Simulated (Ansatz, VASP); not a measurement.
## Au in VASP and in Ansatz

```
CELL_PARAMETERS angstrom
2.94522 0.00000 0.00000
-1.47261 2.55064 0.00000
0.00000 0.00000 9.86136
ATOMIC_POSITIONS crystal
Au 0.00000 0.00000 0.00000
Au 0.00000 0.00000 0.50000
Au 0.33333 0.66667 0.25000
Au 0.66667 0.33333 0.75000
```

Alike in both runs: task single point; functional RPBE; k mesh 14 × 14 × 4; occupations fermi-dirac, width 0.1 eV; no spin polarisation.

|  | VASP | Ansatz |
| --- | --- | --- |
| version | VASP 6.6.1 | Ansatz 0.2.0 |
| potentials or method | VASP PAW PBE potentials, release 64 (Au), cutoff 520 eV | plane waves (420 eV) with PAW, scalar-relativistic |
| valence electrons in the cell | 44 | 76 |

```tsv
	VASP	Ansatz	Ansatz less VASP
pressure (GPa)	-0.1	0.1	+0.19
traceless stress, the component that is largest in VASP (GPa)	-0.51	-0.50	+0.008
```

VASP's potentials were made for PBE, not for RPBE. VASP's potentials hold 44 valence electrons a cell and Ansatz's 76, so a difference there can come from the potentials and not from the codes.

Neither program's run includes spin-orbit coupling.
